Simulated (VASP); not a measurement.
# KNa (Pmma) in VASP: relaxation of cell and atoms with PBE

Aim: the relaxation of cell and atoms of KNa with PBE.

All numbers are computed with VASP 6.6.1; they aren't measurements. Logs are shortened: lines on timing, memory, paths and dates and some standing lists are left out, and cuts for length are marked.

### 1 The cell of the first run

It takes space group Pmma (No. 51, orthorhombic). The conventional cell has a = 5.544 Å, b = 3.669 Å, c = 5.660 Å, α = 90.00°, β = 90.00°, γ = 90.00°. Within 4.5 Å of K (site symmetry mm2) lie 8 Na at 3.37 to 3.40 Å and 6 K at 3.49 to 4.50 Å. Within 4.5 Å of Na (site symmetry mm2) lie 8 K at 3.37 to 3.40 Å and 6 Na at 3.49 to 4.49 Å.

### 2 Relaxation of cell and atoms, PBE

Input file INCAR:

```
ALGO = Normal
EDIFF = 1E-7
EDIFFG = -0.04
ENCUT = 1130
GGA = PE
GGA_COMPAT = False
IBRION = 2
ISIF = 3
ISMEAR = 0
LASPH = True
LCHARG = False
LREAL = False
LWAVE = False
NELM = 120
NELMIN = 4
NSW = 90
PREC = Accurate
SIGMA = 0.1
```

Input file KPOINTS:

```
k-points
0
Gamma
  4 6 4
```

Input file POSCAR:

```
KNa
1.0
    5.5436300478      0.0000000000      0.0000000000
    0.0000000000      3.6685787081      0.0000000000
    0.0000000000      0.0000000000      5.6600928640
K Na
2 2
Direct
    0.7500000000      0.0000000000      0.6870000000
    0.2500000000      0.0000000000      0.3130000000
    0.7500000000      0.5000000000      0.1880000000
    0.2500000000      0.5000000000      0.8120000000
```

Potentials or basis: VASP PAW PBE potentials, release 64 (K_sv, Na_sv).

Started as:

```
cat potpaw_PBE.64/K_sv/POTCAR potpaw_PBE.64/Na_sv/POTCAR > POTCAR
mpirun -np 1 vasp_std > vasp.out
```

OUTCAR:

```text
EDIFF = 1E-7
   EDIFFG = -0.04
   ENCUT = 1130
   GGA = PE
   IBRION = 2
   ISIF = 3
   ISMEAR = 0
   LASPH = True
   LREAL = False
   NELM = 120
   NELMIN = 4
   NSW = 90
   PREC = Accurate

 ion  position               nearest neighbor table
   1  0.750  0.000  0.687-   2 3.49   2 3.49
   2  0.250  0.000  0.313-   1 3.49   1 3.49
   3  0.750  0.500  0.188-
   4  0.250  0.500  0.812-

  LATTYP: Found a simple orthorhombic cell.
 ALAT       =     3.6685787081
 B/A-ratio  =     1.5111111111
 C/A-ratio  =     1.5428571429

  Lattice vectors:

 A1 = (   0.0000000000,  -3.6685787081,   0.0000000000)
 A2 = (   5.5436300478,   0.0000000000,   0.0000000000)
 A3 = (   0.0000000000,   0.0000000000,   5.6600928640)

Analysis of symmetry for initial positions (statically):
=====================================================================
 Subroutine PRICEL returns:
 Original cell was already a primitive cell.

 Routine SETGRP: Setting up the symmetry group for a
 simple orthorhombic supercell.

 Subroutine GETGRP returns: Found  8 space group operations
 (whereof  4 operations were pure point group operations)
 out of a pool of  8 trial point group operations.

The static configuration has the point symmetry C_2h.
 The point group associated with its full space group is D_2h.

Analysis of symmetry for dynamics (positions and initial velocities):
=====================================================================
 Subroutine PRICEL returns:
 Original cell was already a primitive cell.

 Routine SETGRP: Setting up the symmetry group for a
 simple orthorhombic supercell.

 Subroutine GETGRP returns: Found  8 space group operations
 (whereof  4 operations were pure point group operations)
 out of a pool of  8 trial point group operations.

The dynamic configuration has the point symmetry C_2h.
 The point group associated with its full space group is D_2h.

 Subroutine INISYM returns: Found  8 space group operations
 (whereof  4 operations are pure point group operations),
 and found     1 'primitive' translations

----------------------------------------------------------------------------------------

                                     Primitive cell

  volume of cell :     115.1107

  direct lattice vectors                    reciprocal lattice vectors
     5.543630048  0.000000000  0.000000000     0.180387218  0.000000000  0.000000000
     0.000000000  3.668578708  0.000000000     0.000000000  0.272585129  0.000000000
     0.000000000  0.000000000  5.660092864     0.000000000  0.000000000  0.176675547

  length of vectors
     5.543630048  3.668578708  5.660092864     0.180387218  0.272585129  0.176675547

  position of ions in fractional coordinates (direct lattice)
     0.750000000  0.000000000  0.687000000
     0.250000000  0.000000000  0.313000000
     0.750000000  0.500000000  0.188000000
     0.250000000  0.500000000  0.812000000

  ion indices of the primitive-cell ions
   primitive index   ion index
                 1           1
                 2           2
                 3           3
                 4           4

----------------------------------------------------------------------------------------

 KPOINTS: k-points

Automatic generation of k-mesh.
 Grid dimensions read from file:
 generate k-points for:    4    6    4

 Generating k-lattice:

  Cartesian coordinates                     Fractional coordinates (reciprocal lattice)
     0.045096804  0.000000000  0.000000000     0.250000000  0.000000000  0.000000000
     0.000000000  0.045430855  0.000000000     0.000000000  0.166666667  0.000000000
     0.000000000  0.000000000  0.044168887     0.000000000  0.000000000  0.250000000

  Length of vectors
     0.045096804  0.045430855  0.044168887

  Shift w.r.t. Gamma in fractional coordinates (k-lattice)
     0.000000000  0.000000000  0.000000000

 Subroutine IBZKPT returns following result:
 ===========================================

 Found     36 irreducible k-points:

 Following reciprocal coordinates:
            Coordinates               Weight
  0.000000  0.000000  0.000000      1.000000
  0.250000  0.000000  0.000000      2.000000
  0.500000  0.000000  0.000000      1.000000
  0.000000  0.166667  0.000000      2.000000
  0.250000  0.166667  0.000000      4.000000
  0.500000  0.166667  0.000000      2.000000
[... 16 lines left out ...]
  0.250000  0.500000  0.250000      4.000000
  0.500000  0.500000  0.250000      2.000000
 [... further k-points ...]
   k-points           NKPTS =     36   k-points in BZ     NKDIM =     36   number of bands    NBANDS=     22
   number of dos      NEDOS =    301   number of ions     NIONS =      4
   total plane-waves  NPLWV = 163840
   dimension x,y,z NGX =    64 NGY =   40 NGZ =   64
   dimension x,y,z NGXF=   128 NGYF=   80 NGZF=  128
   ions per type =               2   2
   NGX,Y,Z   is equivalent  to a cutoff of  19.19, 18.13, 18.80 a.u.
   NGXF,Y,Z  is equivalent  to a cutoff of  38.39, 36.25, 37.60 a.u.
 SYSTEM =  unknown system
   PREC   = accura    normal or accurate (medium, high low for compatibility)
   ISTART =      0    job   : 0-new  1-cont  2-samecut
   ICHARG =      2    charge: 1-file 2-atom 10-const
   ISPIN  =      1    spin polarized calculation?
   LNONCOLLINEAR =      F non collinear calculations
   LSORBIT =      F    spin-orbit coupling
   LASPH  =      T    aspherical Exc in radial PAW
   ENCUT  = 1130.0 eV  83.05 Ry    9.11 a.u.  15.19 10.06 15.51*2*pi/ulx,y,z
   NELM   =    120;   NELMIN=  4; NELMDL= -5     # of ELM steps
   EDIFF  = 0.1E-06   stopping-criterion for ELM
   LREAL  =      F    real-space projection
   EDIFFG = -.4E-01   stopping-criterion for IOM
   NSW    =     90    number of steps for IOM
   IBRION =      2    ionic relax: 0-MD 1-quasi-New 2-CG
   NFREE  =      1    steps in history (QN), initial steepest desc. (CG)
   ISIF   =      3    stress and relaxation
   ISYM   =      2    0-nonsym 1-usesym 2-fastsym
   POTIM  = 0.5000    time-step for ionic-motion
   TEBEG  =    0.0;   TEEND  =   0.0 temperature during run
   PSTRESS=    0.0 pullay stress
   NELECT =      36.0000    total number of electrons
   NUPDOWN=      -1.0000    fix difference up-down
   EMIN   =  10.00;   EMAX   =-10.00  energy-range for DOS
   EFERMI =   0.00;   METHOD = LEGACY
   ISMEAR =     0;   SIGMA  =   0.10  broadening in eV -4-tet -1-fermi 0-gaus
   EFERMI_NEDOS =   21; number of points for ismear=-14 and -15
   IALGO  =     38    algorithm
   IMIX   =      4    mixing-type and parameters
     AMIX     =   0.40;   BMIX     =  1.00
     AMIX_MAG =   1.60;   BMIX_MAG =  1.00
  volume/ion in A,a.u.               =      28.78       194.20
  Fermi-wavevector in a.u.,A,eV,Ry     =   1.111230  2.099919 16.800898  1.234831
  Thomas-Fermi vector in A             =   2.247790
   LORBIT       =      0    0 simple, 1 ext, 2 COOP (PROOUT), +10 PAW based schemes
   GGA     = PE    functional components
   LHFCALC =     F    Hartree Fock is set to
   AEXX    =    0.0000 exact exchange contribution
   IVDW    =     0    specifies the selected vdW correction
   LEPSILON=     F    determine dielectric tensor
   LRPA    =     F    only Hartree local field effects (RPA)
 conjugate gradient relaxation of ions
 non-spin polarized calculation
 Gauss-broadening in eV      SIGMA  =   0.10
  energy-cutoff  :     1130.00
  volume of cell :      115.11
 maximum number of plane-waves:      9972
 NGX is ok and might be reduce to    64
   NGX = 31   NGY = 21   NGZ = 31

--------------------------------------- Ionic step        1  -------------------------------------------

 number of electron      36.0000002 magnetization

 Free energy of the ion-electron system (eV)
  ---------------------------------------------------
  ext. energy  EPLUGINS =         0.00000000
  ---------------------------------------------------
  free energy    TOTEN  =        -2.71011974 eV

  energy without entropy =       -2.69058837  energy(sigma->0) =       -2.70035405

------------------------ aborting loop because EDIFF is reached ----------------------------------------

  FORCE on cell =-STRESS in cart. coord.  units (eV):
  Direction    XX          YY          ZZ          XY          YZ          ZX
  --------------------------------------------------------------------------------------
  -------------------------------------------------------------------------------------
  Total        6.9035289      7.0777409      6.9422379      0.0000000      0.0000000      0.0000000
  in kB       96.0873226     98.5121067     96.6260964      0.0000000      0.0000000      0.0000000
  external PRESSURE =      97.0751752 kB  Pullay stress =       0.0000000 kB
[... 95 lines left out ...]
  FREE ENERGIE OF THE ION-ELECTRON SYSTEM (eV)
  ---------------------------------------------------
  free  energy   TOTEN  =        -4.4427344079 eV

  energy  without entropy=       -4.4253373684  energy(sigma->0) =       -4.43403589

 E-fermi :  -0.3692     XC(G=0):  -5.4989

 val. band max:       -0.3844461064   @ k =   0.2500   0.0000   0.5000
 cond. band min:      -0.3565541956   @ k =   0.2500   0.3333   0.2500
 fundamental gap:      0.0278919108
 Fermi energy:        -0.3692453689

 k-point     1 :       0.0000    0.0000    0.0000
  band No.  band energies     occupation
      1     -53.7260      2.00000
      2     -53.7259      2.00000
      3     -32.4558      2.00000
      4     -32.4545      2.00000
      5     -25.6361      2.00000
      6     -25.6356      2.00000
[... 589 lines left out ...]
     21       0.8866      0.00000
     22       0.8866      0.00000

 [... further k-points ...]

[... ionic steps 4 to 7 ...]

--------------------------------------- Ionic step        8  -------------------------------------------

 number of electron      35.9999975 magnetization

------------------------ aborting loop because EDIFF is reached ----------------------------------------
[... 71 lines left out ...]
--------------------------------------- Ionic step       10  -------------------------------------------

 number of electron      35.9999986 magnetization

 Free energy of the ion-electron system (eV)
  ---------------------------------------------------
  ext. energy  EPLUGINS =         0.00000000
  ---------------------------------------------------
  free energy    TOTEN  =        -4.55866455 eV

  energy without entropy =       -4.54192658  energy(sigma->0) =       -4.55029556

 E-fermi :   0.1257     XC(G=0):  -6.0174

 val. band max:        0.1223225580   @ k =   0.5000   0.5000   0.2500
 cond. band min:       0.1386466302   @ k =   0.0000   0.5000   0.5000
 fundamental gap:      0.0163240722
 Fermi energy:         0.1257013015

 k-point     1 :       0.0000    0.0000    0.0000
  band No.  band energies     occupation
      1     -53.0515      2.00000
      2     -53.0513      2.00000
      3     -31.7864      2.00000
      4     -31.7827      2.00000
      5     -24.9784      2.00000
      6     -24.9768      2.00000
[... 589 lines left out ...]
     21       1.4796      0.00000
     22       1.4796      0.00000

 [... further k-points ...]

------------------------ aborting loop because EDIFF is reached ----------------------------------------

  FORCE on cell =-STRESS in cart. coord.  units (eV):
  Direction    XX          YY          ZZ          XY          YZ          ZX
  --------------------------------------------------------------------------------------
  -------------------------------------------------------------------------------------
  Total       -0.0401586     -0.0519523     -0.0537918      0.0000000      0.0000000      0.0000000
  in kB       -0.2989865     -0.3867921     -0.4004874      0.0000000      0.0000000      0.0000000
  external PRESSURE =      -0.3620887 kB  Pullay stress =       0.0000000 kB
[... 19 lines left out ...]
  FREE ENERGIE OF THE ION-ELECTRON SYSTEM (eV)
  ---------------------------------------------------
  free  energy   TOTEN  =        -4.5586645509 eV

  energy  without entropy=       -4.5419265790  energy(sigma->0) =       -4.55029556

 reached required accuracy - stopping structural energy minimisation
```

Wall time 18 min (1 thread of Intel Xeon 6975P-C (Granite Rapids), shared host); peak memory 0.61 GiB.

Results:

| Item | Value |
| --- | --- |
| Free energy | -4.5587 eV |
| Relaxed volume | 53.80 Å³/atom |
| Relaxed cell | a = 6.754 Å, b = 4.582 Å, c = 6.954 Å, α = 90.00°, β = 90.00°, γ = 90.00° |
| Space group after relaxing (to 0.1 Å) | Pmma (No. 51) |
| Energy gained by relaxing | 462.1 meV/atom |
| Ionic steps | 10 |
| Pressure after relaxing | 0.0 GPa |
| Largest force after relaxing | 0.030 eV/Å |
| Band gap on the k mesh | zero (bands 18 and 19 overlap by 1.35 eV) |

Forces in eV/Å, atoms in the order of the input:
```
K    0.000  0.000  0.030
K    0.000  0.000 -0.030
Na   0.000  0.000 -0.006
Na   0.000  0.000  0.006
```

The path:
```csv
step,energy change (eV),largest force (eV/Å),pressure (GPa),volume (Å³)
1,0.0000,0.2236,9.71,115.11
2,-1.2409,0.1522,3.72,146.67
3,-1.7326,0.1034,1.14,181.78
4,-1.5658,0.0534,-1.73,267.94
5,-1.8352,0.0799,0.23,206.22
6,-1.8413,0.0753,0.01,213.54
7,-1.8411,0.0739,-0.06,215.94
8,-1.8422,0.0696,-0.06,215.86
9,-1.8450,0.0562,-0.05,215.65
10,-1.8485,0.0296,-0.04,215.20
```

Final structure:
```yaml
crystal:
  lattice:
    - [6.75408, 0.00000, 0.00000]
    - [0.00000, 4.58203, 0.00000]
    - [0.00000, 0.00000, 6.95366]
  atoms:
    - { symbol: K, position: [0.75000, 0.00000, 0.69931] }
    - { symbol: K, position: [0.25000, 0.00000, 0.30069] }
    - { symbol: Na, position: [0.75000, 0.50000, 0.17874] }
    - { symbol: Na, position: [0.25000, 0.50000, 0.82126] }
```

Levels at points of the mesh, in eV from the Fermi level:
```tsv
k point	band 15	band 16	band 17	band 18	band 19	band 20	band 21	band 22
(0.00, 0.00, 0.00)	-15.38	-15.37	-2.59	0.10	0.62	0.77	1.13	2.46
(0.50, 0.00, 0.00)	-15.38	-15.38	-1.70	-1.70	1.23	1.23	1.32	1.32
(0.00, 0.50, 0.00)	-15.38	-15.38	-0.81	-0.61	1.37	1.40	1.44	2.17
(0.50, 0.50, 0.00)	-15.38	-15.38	-0.13	-0.13	0.27	0.27	1.93	1.93
(0.00, 0.00, 0.50)	-15.38	-15.37	-1.84	-1.65	1.11	1.41	1.47	1.52
(0.50, 0.00, 0.50)	-15.38	-15.38	-1.04	-1.04	-0.74	-0.74	3.37	3.37
(0.00, 0.50, 0.50)	-15.39	-15.38	-0.34	0.01	0.14	0.32	2.04	2.16
(0.50, 0.50, 0.50)	-15.37	-15.37	0.22	0.22	0.84	0.84	0.87	0.87
```

Caveat: the volume moved by over 15 % at a fixed basis, so the end points are rough.
